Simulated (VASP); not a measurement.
Runs of VASP 6.6.1 on As. The structure is that of space group Fm-3m (No. 225), or close to it. The cells are those of the table. 

```csv
cell,gap on the mesh (eV),pressure (GPa)
"a = 2.842 Å, angles 60.0°, 1 atom",none,15.6
"a = 3.043 Å, angles 60.0°, 1 atom",none,-5.9
"a = 3.005 Å, angles 60.0°, 1 atom",none,(a)
"a = 2.926 Å, angles 60.0°, 1 atom",none,4.4
"a = 2.884 Å, angles 60.0°, 1 atom",none,(b)
```

Alike in all rows: task single point; level PBEsol; potentials or basis VASP PAW PBE potentials, release 64 (As); no spin polarisation; k mesh 15 × 15 × 15; cutoff (eV) 520; smearing fermi-dirac 0.1 eV.

Problem. Fill in the values left out.

Solution. (a) -3.1; (b) 9.4.

Caveats: the PAW data sets were made with another functional, which shifts forces and pressure a little.

A k mesh can miss the band edges, and the runs leave out spin-orbit coupling on As.

A gap of «none» marks levels without a gap at the run's occupations.
